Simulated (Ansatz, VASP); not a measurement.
**One calculation of SnSe2, two programs**

INCAR

```
PREC = Accurate ; ENCUT = 520
EDIFF = 1E-7 ; ISMEAR = 0
SIGMA = 0.02 ; LREAL = F
LASPH = T ; NELM = 60
ALGO = Normal ; ISIF = 2
LWAVE = F ; LCHARG = F
GGA = PS ; NBANDS = 20
```

The input KPOINTS:

```
regular mesh
0
Gamma
  12 12 6
```

Contents of POSCAR:

```
SnSe2
1.0
    3.8174487390      0.0000000000      0.0000000000
   -1.9087243695      3.3060075856      0.0000000000
    0.0000000000      0.0000000000      6.1546758475
Sn Se
1 2
Direct
    0.0000000000      0.0000000000      0.0000000000
    0.6666666667      0.3333333333      0.7421700594
    0.3333333333      0.6666666667      0.2578299406
```

Input for Ansatz:

```yaml
crystal:
  lattice:
    - [3.817448739, 0.0, 0.0]
    - [-1.9087243695, 3.3060075856, 0.0]
    - [0.0, 0.0, 6.1546758475]
  atoms:
    - { symbol: Sn, position: [0.0, 0.0, 0.0] }
    - { symbol: Se, position: [0.6666666667, 0.3333333333, 0.7421700594] }
    - { symbol: Se, position: [0.3333333333, 0.6666666667, 0.2578299406] }
basis:
  ecutwfc: 420
kpoints:
  mp_grid: { grid: [12, 12, 6] }
  band_path: { path: [VBM, CBM], npoints: 2 }
hamiltonian:
  xc: pbesol
scf:
  occupations: { method: gaussian, width: 0.02 }
output:
  forces: true
  stress: true
  eigenvalues: true
checkpoint:
  read: start.run
  write: ck
  compress: false
  write_wavefunctions: false
  write_every: 100000
```

Alike in both runs: task single point; functional PBEsol; k mesh 12 × 12 × 6; occupations gaussian, width 0.02 eV; no spin polarisation.

```csv
,VASP,Ansatz
version,VASP 6.6.1,Ansatz 0.2.0
potentials or method,"VASP PAW PBE potentials, release 64 (Sn_d, Se), cutoff 520 eV","scalar-relativistic, plane waves, PAW"
valence electrons in the cell,26,46
```

```tsv
	VASP	Ansatz	Ansatz less VASP
gap on the k mesh at the Fermi level (eV)	0.49	0.49	+0.005
least direct gap on the mesh (eV)	0.99	1.00	+0.009
pressure (GPa)	0.1	0.0	-0.10
rms of the force components (eV/Å)	0.009	0.001	-0.0079
```

VASP's potentials were made for PBE, not for PBEsol. Atom by atom the forces differ by 0.009 eV/Å (rms over components). VASP's potentials hold 26 valence electrons a cell and Ansatz's 46, so a difference there can come from the potentials and not from the codes.
